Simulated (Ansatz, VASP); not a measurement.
## One calculation of CsTlS, two programs

```
Cs Tl S
1.0
     5.04852    0.00000    0.00000
     0.00000    5.04852    0.00000
     0.00000    0.00000    5.66379
Cs Tl S
1 1 1
Direct
  0.50000 0.50000 0.50000
  0.00000 0.00000 0.00000
  0.00000 0.00000 0.50000
```

Alike in both runs: functional PBE; k mesh 10 × 10 × 8; occupations gaussian, width 0.1 eV; no spin polarisation.

Ansatz relaxed the structure, and its values are those at the end. VASP's run is a single point on that final structure, the one shown.

```csv
,VASP,Ansatz
version,VASP 6.6.1,Ansatz 0.2.0
potentials or method,"VASP PAW PBE potentials, release 64 (Cs_sv, Tl_d, S), cutoff 520 eV","scalar-relativistic, plane waves, PAW"
valence electrons in the cell,28,28
```

```csv
,VASP,Ansatz,Ansatz less VASP
gap on the k mesh at the Fermi level (eV),none,none,-
pressure (GPa),0.0,0.0,0.00
```

A gap of «none» marks a metal or a gap that the smearing closes.

Neither program's run includes spin-orbit coupling.
